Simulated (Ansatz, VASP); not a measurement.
## One calculation of Pd, two programs

```xyz
1
Lattice="0.0000 1.9415 1.9415 1.9415 0.0000 1.9415 1.9415 1.9415 0.0000" Properties=species:S:1:pos:R:3 pbc="T T T"
Pd    0.0000    0.0000    0.0000
```

Alike in both runs: functional PBEsol; k mesh 8 × 8 × 8; occupations gaussian, width 0.1 eV; no spin polarisation.

Ansatz relaxed the structure, and its values are those at the end. VASP's run is a single point on that final structure, the one shown.

|  | VASP | Ansatz |
| --- | --- | --- |
| version | VASP 6.6.1 | Ansatz 0.2.0 |
| potentials or method | VASP PAW PBE potentials, release 64 (Pd), cutoff 520 eV | scalar-relativistic, plane waves, PAW |
| valence electrons in the cell | 10 | 18 |

Ansatz gave:

```
gap on the k mesh at the Fermi level (eV) : none
pressure (GPa)                            : -0.3
```

Which values does VASP return?

gap on the k mesh at the Fermi level (eV): none; pressure (GPa): -0.6.

VASP's potentials were made for PBE, not for PBEsol. A gap of «none» marks a metal or a gap that the smearing closes. With one functional, cell and mesh, what is left measures potentials, basis and numerics. VASP's potentials hold 10 valence electrons a cell and Ansatz's 18, so a difference there can come from the potentials and not from the codes.
